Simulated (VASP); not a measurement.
A run of VASP 6.6.1 is set up as follows.

Contents of INCAR:

```
PREC = Accurate ; ENCUT = 600
EDIFF = 1E-6 ; ISMEAR = 0
SIGMA = 0.1 ; LREAL = F
LASPH = T ; NELM = 100
ALGO = Normal ; ISIF = 3
LWAVE = F ; LCHARG = F
GGA = PE ; IBRION = 2
NSW = 80 ; EDIFFG = -0.01
```

The input KPOINTS:

```
regular mesh
0
Gamma
  14 14 8
```

POSCAR

```
Al2Cu
1.0
    2.8496813698      0.0000000000      0.0000000000
    0.0000000000      2.8496813698      0.0000000000
    0.0000000000      0.0000000000      5.8244695531
Al Cu
2 1
Direct
    0.5000000000      0.5000000000      0.2831033282
    0.5000000000      0.5000000000      0.7168966718
    0.0000000000      0.0000000000      0.0000000000
```

Potentials or basis: VASP PAW PBE potentials, release 64 (Al, Cu).

The run is started by

```sh
$ cat potpaw_PBE.64/Al/POTCAR potpaw_PBE.64/Cu/POTCAR > POTCAR
$ mpirun -np 1 vasp_std > vasp.out
```

(1) What does it give for the relaxed cell?

(2) What does it give for the space group after relaxing (to 0.05 Å)?

(3) What does it give for the relaxed volume?

Answers

(1) a = 2.849 Å, b = 2.849 Å, c = 5.831 Å, α = 90.00°, β = 90.00°, γ = 90.00°.

(2) P4/mmm (No. 123).

(3) 15.77 Å³/atom.
